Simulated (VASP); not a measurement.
Write the native input for VASP 6.6.1 that does the following.

```
Task                   : single point
Functional             : LDA
Potentials or basis    : VASP PAW LDA potentials, release 64 (Sn_d)
Cutoff                 : 520 eV
k mesh                 : 15 × 15 × 15
Occupations            : fermi-dirac, width 0.05 eV
Spin                   : no spin polarisation
Dipole correction      : no
Further INCAR settings : ALGO = Normal; EDIFF = 1e-06; NBANDS = 21
```

The structure of Sn lies in POSCAR:

```
Sn
1.0
   -2.8764417908      2.8764417908      1.5691520944
    2.8764417908     -2.8764417908      1.5691520944
    2.8764417908      2.8764417908     -1.5691520944
Sn
2
Direct
    0.0000000000      0.0000000000      0.0000000000
    0.7500000000      0.2500000000      0.5000000000
```

One way to write it, as run:

INCAR

```
PREC = Accurate
ENCUT = 520
EDIFF = 1E-6
ISMEAR = -1
SIGMA = 0.05
LREAL = False
LASPH = True
NELM = 60
ALGO = Normal
ISIF = 2
LWAVE = False
LCHARG = False
NBANDS = 21
```

KPOINTS

```
Automatic mesh
0
Gamma
  15 15 15
```

Potentials or basis: VASP PAW LDA potentials, release 64 (Sn_d).

Launch:

```console
$ cat potpaw_LDA.64/Sn_d/POTCAR > POTCAR
$ mpirun -np 1 vasp_std > vasp.out
```

It gave:

```
Pressure               : 0.5 GPa
Band gap on the k mesh : zero (bands 14 and 15 overlap by 4.49 eV)
```

Caveat: spin-orbit coupling is left out, which moves the levels of the heavy elements.

It took 61 s on 1 thread of Intel(R) Xeon(R) 6975P-C (Granite Rapids), with other jobs on the host, peak memory 0.34 GiB.
